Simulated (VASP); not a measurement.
# P (Fm-3m) in VASP: notebook

Runs on P. Level: PBE. Tasks: single point.

All numbers are computed with VASP 6.6.1; they aren't measurements. Logs are shortened: lines on timing, memory, paths and dates and some standing lists are left out, and cuts for length are marked.

### 1 The cell of the first run

It takes space group Fm-3m (No. 225, cubic). Conventional cell: a = 4.027 Å, b = 4.027 Å, c = 4.027 Å, α = 90.00°, β = 90.00°, γ = 90.00°. P (site symmetry m-3m) has 12 P at 2.85 Å within 3.8 Å.

### 2 Single point, PBE (N replaced by P, lengths x 1.304, strained)

INCAR reads:

```
SYSTEM = P
PREC     = Accurate       ! precision mode
ENCUT    = 520            ! plane-wave cutoff, eV
EDIFF    = 1E-6           ! SCF threshold, eV
ISMEAR   = 0              ! smearing method
SIGMA    = 0.1            ! smearing width, eV
LREAL    = .False.        ! projectors in reciprocal space
LASPH    = .True.         ! aspherical terms in the spheres
NELM     = 80             ! most SCF steps
ALGO     = Normal         ! electronic algorithm
ISIF     = 2              ! what is computed and relaxed
LWAVE    = .False.        ! write WAVECAR
LCHARG   = .False.        ! write CHGCAR
GGA      = PE             ! functional
NBANDS   = 8              ! bands
```

KPOINTS reads:

```
regular mesh
0
Gamma
  18 18 18
  0 0 0
```

POSCAR reads:

```
P
1.0
    0.0000000000      2.0137495270      2.0137495270
    2.0137495270      0.0000000000      2.0137495270
    2.0137495270      2.0137495270      0.0000000000
P
1
Direct
    0.0000000000      0.0000000000      0.0000000000
```

Potentials or basis: VASP PAW PBE potentials, release 64 (P).

Launch:

```console
cat potpaw_PBE.64/P/POTCAR > POTCAR
mpirun -np 1 vasp_std > vasp.out
```

OUTCAR:

```text
SYSTEM = P
   PREC = Accurate
   ENCUT = 520
   EDIFF = 1E-6
   ISMEAR = 0
   LREAL = .False.
   LASPH = .True.
   NELM = 80
   ISIF = 2
   GGA = PE

 ion  position               nearest neighbor table
   1  0.000  0.000  0.000-

  LATTYP: Found a face centered cubic cell.
 ALAT       =     4.0274990540

  Lattice vectors:

 A1 = (   0.0000000000,   2.0137495270,   2.0137495270)
 A2 = (   2.0137495270,   0.0000000000,   2.0137495270)
 A3 = (   2.0137495270,   2.0137495270,   0.0000000000)

Analysis of symmetry for initial positions (statically):
=====================================================================
 Subroutine PRICEL returns:
 Original cell was already a primitive cell.

 Routine SETGRP: Setting up the symmetry group for a
 face centered cubic supercell.

 Subroutine GETGRP returns: Found 48 space group operations
 (whereof 48 operations were pure point group operations)
 out of a pool of 48 trial point group operations.

The static configuration has the point symmetry O_h .

Analysis of symmetry for dynamics (positions and initial velocities):
=====================================================================
 Subroutine PRICEL returns:
 Original cell was already a primitive cell.

 Routine SETGRP: Setting up the symmetry group for a
 face centered cubic supercell.

 Subroutine GETGRP returns: Found 48 space group operations
 (whereof 48 operations were pure point group operations)
 out of a pool of 48 trial point group operations.

The dynamic configuration has the point symmetry O_h .

 Subroutine INISYM returns: Found 48 space group operations
 (whereof 48 operations are pure point group operations),
 and found     1 'primitive' translations

----------------------------------------------------------------------------------------

                                     Primitive cell

  volume of cell :      16.3323

  direct lattice vectors                    reciprocal lattice vectors
     0.000000000  2.013749527  2.013749527    -0.248293044  0.248293044  0.248293044
     2.013749527  0.000000000  2.013749527     0.248293044 -0.248293044  0.248293044
     2.013749527  2.013749527  0.000000000     0.248293044  0.248293044 -0.248293044

  length of vectors
     2.847871892  2.847871892  2.847871892     0.430056167  0.430056167  0.430056167
[... 73 lines left out ...]
   ISPIN  =      1    spin polarized calculation?
   LNONCOLLINEAR =      F non collinear calculations
   LSORBIT =      F    spin-orbit coupling
   LASPH  =      T    aspherical Exc in radial PAW
   ENCUT  =  520.0 eV  38.22 Ry    6.18 a.u.   5.30  5.30  5.30*2*pi/ulx,y,z
   NELM   =     80;   NELMIN=  2; NELMDL= -5     # of ELM steps
   EDIFF  = 0.1E-05   stopping-criterion for ELM
   LREAL  =      F    real-space projection
   EDIFFG = 0.1E-04   stopping-criterion for IOM
   NSW    =      0    number of steps for IOM
   IBRION =     -1    ionic relax: 0-MD 1-quasi-New 2-CG
   NFREE  =      0    steps in history (QN), initial steepest desc. (CG)
   ISIF   =      2    stress and relaxation
   ISYM   =      2    0-nonsym 1-usesym 2-fastsym
   POTIM  = 0.5000    time-step for ionic-motion
   TEBEG  =    0.0;   TEEND  =   0.0 temperature during run
   PSTRESS=    0.0 pullay stress
   NELECT =       5.0000    total number of electrons
   NUPDOWN=      -1.0000    fix difference up-down
   EMIN   =  10.00;   EMAX   =-10.00  energy-range for DOS
   EFERMI =   0.00;   METHOD = LEGACY
   ISMEAR =     0;   SIGMA  =   0.10  broadening in eV -4-tet -1-fermi 0-gaus
   EFERMI_NEDOS =   21; number of points for ismear=-14 and -15
   IALGO  =     38    algorithm
   IMIX   =      4    mixing-type and parameters
     AMIX     =   0.40;   BMIX     =  1.00
     AMIX_MAG =   1.60;   BMIX_MAG =  1.00
  volume/ion in A,a.u.               =      16.33       110.22
  Fermi-wavevector in a.u.,A,eV,Ry     =   1.103357  2.085042 16.563687  1.217397
  Thomas-Fermi vector in A             =   2.239814
   LORBIT       =      0    0 simple, 1 ext, 2 COOP (PROOUT), +10 PAW based schemes
   GGA     = PE    functional components
   LHFCALC =     F    Hartree Fock is set to
   AEXX    =    0.0000 exact exchange contribution
   IVDW    =     0    specifies the selected vdW correction
   LEPSILON=     F    determine dielectric tensor
   LRPA    =     F    only Hartree local field effects (RPA)
 non-spin polarized calculation
 Gauss-broadening in eV      SIGMA  =   0.10
  energy-cutoff  :      520.00
  volume of cell :       16.33
 maximum number of plane-waves:       459
 NGX is ok and might be reduce to    24
   NGX = 11   NGY = 11   NGZ = 11

 number of electron       5.0000001 magnetization

 Free energy of the ion-electron system (eV)
  ---------------------------------------------------
  ext. energy  EPLUGINS =         0.00000000
  ---------------------------------------------------
  free energy    TOTEN  =        -4.46651118 eV

  energy without entropy =       -4.46351347  energy(sigma->0) =       -4.46501232

 E-fermi :   8.2405     XC(G=0): -10.9752

 val. band max:        8.2246472712   @ k =   0.5000   0.4444   0.0000
 cond. band min:       8.2559087419   @ k =   0.3333   0.2778   0.0556
 fundamental gap:      0.0312614707
 Fermi energy:         8.2405489126

 k-point     1 :       0.0000    0.0000    0.0000
  band No.  band energies     occupation
      1      -6.9910      2.00000
      2      13.9806      0.00000
      3      13.9806      0.00000
      4      13.9806      0.00000
      5      19.3914      0.00000
      6      19.3914      0.00000
      7      19.3914      0.00000
      8      24.9365      0.00000
[... 243 lines left out ...]
 k-point    24 :      -0.2222    0.0556    0.0000
  band No.  band energies     occupation
      1      -5.4639      2.00000
      2       7.6918      2.00000
      3      11.9843      0.00000
      4      13.3202      0.00000
      5      18.9362      0.00000
      6      20.0108      0.00000
      7      20.4194      0.00000
      8      23.3182      0.00000

 [... further k-points ...]
[... 5 lines left out ...]
  --------------------------------------------------------------------------------------
  -------------------------------------------------------------------------------------
  Total       -0.8929949     -0.8929949     -0.8929949      0.0000000      0.0000000     -0.0000000
  in kB      -87.6018367    -87.6018367    -87.6018367      0.0000000      0.0000000     -0.0000000
  external PRESSURE =     -87.6018367 kB  Pullay stress =       0.0000000 kB

 VOLUME and BASIS-vectors are now :
 -----------------------------------------------------------------------------
  energy-cutoff  :      520.00
  volume of cell :       16.33
      direct lattice vectors                 reciprocal lattice vectors
     0.000000000  2.013749527  2.013749527    -0.248293044  0.248293044  0.248293044
     2.013749527  0.000000000  2.013749527     0.248293044 -0.248293044  0.248293044
     2.013749527  2.013749527  0.000000000     0.248293044  0.248293044 -0.248293044

 POSITION                                       TOTAL-FORCE (eV/Angst)
 -----------------------------------------------------------------------------------
      0.00000      0.00000      0.00000        -0.000000      0.000000      0.000000
 -----------------------------------------------------------------------------------
    total drift:                                0.000000     -0.000000      0.000000

  FREE ENERGIE OF THE ION-ELECTRON SYSTEM (eV)
  ---------------------------------------------------
  free  energy   TOTEN  =        -4.4665111807 eV

  energy  without entropy=       -4.4635134667  energy(sigma->0) =       -4.46501232
```

OSZICAR:

```text
N       E                     dE             d eps       ncg     rms          rms(c)
DAV:   1     0.814488859736E+00    0.81449E+00   -0.20023E+03  3184   0.439E+02
DAV:   2    -0.442966934405E+01   -0.52442E+01   -0.50206E+01  4832   0.466E+01
DAV:   3    -0.447632811664E+01   -0.46659E-01   -0.46527E-01  3488   0.474E+00
DAV:   4    -0.447639504747E+01   -0.66931E-04   -0.66931E-04  5256   0.197E-01
DAV:   5    -0.447639506953E+01   -0.22054E-07   -0.21577E-07  3600   0.234E-03    0.320E+00
DAV:   6    -0.446919301922E+01    0.72021E-02   -0.56513E-03  3560   0.385E-01    0.184E+00
DAV:   7    -0.446649579220E+01    0.26972E-02   -0.89839E-03  3416   0.494E-01    0.119E-01
DAV:   8    -0.446651163028E+01   -0.15838E-04   -0.99307E-05  4952   0.715E-02    0.217E-02
DAV:   9    -0.446651118072E+01    0.44956E-06   -0.66627E-07  3576   0.703E-03
   1 F= -.44665112E+01 E0= -.44650123E+01  d E =-.299771E-02
```

Run time: 16 s. Hardware: 1 thread of Intel Xeon Platinum 8488C (Sapphire Rapids), shared host; peak memory 0.14 GiB.

What came out:

* Free energy: -4.4665 eV
* Pressure: -8.8 GPa

Caveat: the cell differs from its parent crystal (N replaced by P, lengths x 1.304, strained).

### 3 Single point, PBE (N replaced by P, lengths x 1.304, strained)

INCAR reads:

```
SYSTEM = P
  PREC = Accurate
  ENCUT = 520
  EDIFF = 1E-6
  ISMEAR = 0
  SIGMA = 0.1
  LREAL = .FALSE.
  LASPH = .TRUE.
  NELM = 80
  ALGO = Normal
  ISIF = 2
  LWAVE = .FALSE.
  LCHARG = .FALSE.
  GGA = PE
  NBANDS = 8
```

KPOINTS reads:

```
Automatic mesh
0
G
  18 18 18
  0 0 0
```

POSCAR reads:

```
P
1.0
    0.0000000000      2.0847181377      2.0847181377
    2.0847181377      0.0000000000      2.0847181377
    2.0847181377      2.0847181377      0.0000000000
P
1
Direct
    0.0000000000      0.0000000000      0.0000000000
```

Potentials or basis: VASP PAW PBE potentials, release 64 (P).

Launch:

```console
cat potpaw_PBE.64/P/POTCAR > POTCAR
mpirun -np 1 vasp_std > vasp.out
```

OUTCAR:

```text
SYSTEM = P
   PREC = Accurate
   ENCUT = 520
   EDIFF = 1E-6
   ISMEAR = 0
   LREAL = .FALSE.
   LASPH = .TRUE.
   NELM = 80
   ISIF = 2
   GGA = PE

 ion  position               nearest neighbor table
   1  0.000  0.000  0.000-

  LATTYP: Found a face centered cubic cell.
 ALAT       =     4.1694362754

  Lattice vectors:

 A1 = (   0.0000000000,   2.0847181377,   2.0847181377)
[... 190 lines left out ...]
      6      17.8864      0.00000
      7      17.8864      0.00000
      8      21.8302      0.00000
[... 243 lines left out ...]
 k-point    24 :      -0.2222    0.0556    0.0000
  band No.  band energies     occupation
      1      -5.9777      2.00000
      2       6.3404      2.00000
      3      10.2261      0.00000
      4      11.3247      0.00000
      5      17.0910      0.00000
      6      18.4514      0.00000
      7      18.7304      0.00000
      8      21.4844      0.00000

 [... further k-points ...]
[... 5 lines left out ...]
  --------------------------------------------------------------------------------------
  -------------------------------------------------------------------------------------
  Total       -1.5057443     -1.5057443     -1.5057443      0.0000000     -0.0000000     -0.0000000
  in kB     -133.1342460   -133.1342460   -133.1342460      0.0000000     -0.0000000     -0.0000000
  external PRESSURE =    -133.1342460 kB  Pullay stress =       0.0000000 kB

 VOLUME and BASIS-vectors are now :
 -----------------------------------------------------------------------------
  energy-cutoff  :      520.00
  volume of cell :       18.12
      direct lattice vectors                 reciprocal lattice vectors
     0.000000000  2.084718138  2.084718138    -0.239840577  0.239840577  0.239840577
     2.084718138  0.000000000  2.084718138     0.239840577 -0.239840577  0.239840577
     2.084718138  2.084718138  0.000000000     0.239840577  0.239840577 -0.239840577

 POSITION                                       TOTAL-FORCE (eV/Angst)
 -----------------------------------------------------------------------------------
      0.00000      0.00000      0.00000         0.000000     -0.000000     -0.000000
 -----------------------------------------------------------------------------------
    total drift:                                0.000000      0.000000      0.000000

  FREE ENERGIE OF THE ION-ELECTRON SYSTEM (eV)
  ---------------------------------------------------
  free  energy   TOTEN  =        -4.3415491713 eV

  energy  without entropy=       -4.3385919695  energy(sigma->0) =       -4.34007057
```

OSZICAR:

```text
N       E                     dE             d eps       ncg     rms          rms(c)
DAV:   1     0.108438704292E+01    0.10844E+01   -0.19910E+03  3168   0.444E+02
DAV:   2    -0.429418393792E+01   -0.53786E+01   -0.51793E+01  4744   0.475E+01
DAV:   3    -0.435260044411E+01   -0.58417E-01   -0.58290E-01  3584   0.518E+00
DAV:   4    -0.435270943489E+01   -0.10899E-03   -0.10899E-03  5312   0.242E-01
DAV:   5    -0.435270949162E+01   -0.56737E-07   -0.56737E-07  3560   0.279E-03    0.263E+00
DAV:   6    -0.434446685969E+01    0.82426E-02   -0.70335E-03  3520   0.423E-01    0.149E+00
DAV:   7    -0.434150930491E+01    0.29576E-02   -0.10700E-02  3472   0.533E-01    0.120E-01
DAV:   8    -0.434154969784E+01   -0.40393E-04   -0.12864E-04  4984   0.839E-02    0.216E-02
DAV:   9    -0.434154917132E+01    0.52651E-06   -0.83324E-07  3840   0.761E-03
   1 F= -.43415492E+01 E0= -.43400706E+01  d E =-.295720E-02
```

Wall time 10 s (1 thread of Intel Xeon Platinum 8488C (Sapphire Rapids), shared host); peak memory 0.15 GiB.

Results:

```
Free energy : -4.3415 eV
Pressure    : -13.3 GPa
```

Levels at points of the mesh, in eV from the Fermi level:
```tsv
k point	band 1	band 2	band 3	band 4	band 5	band 6
(0.00, 0.00, 0.00)	-14.29	4.96	4.96	4.96	10.97	10.97
(0.50, 0.00, 0.00)	-9.88	-6.39	3.51	3.51	9.22	10.19
(0.50, 0.50, 0.00)	-8.00	-5.35	0.47	0.47	4.91	5.02
```

Caveat: the cell differs from its parent crystal (N replaced by P, lengths x 1.304, strained).
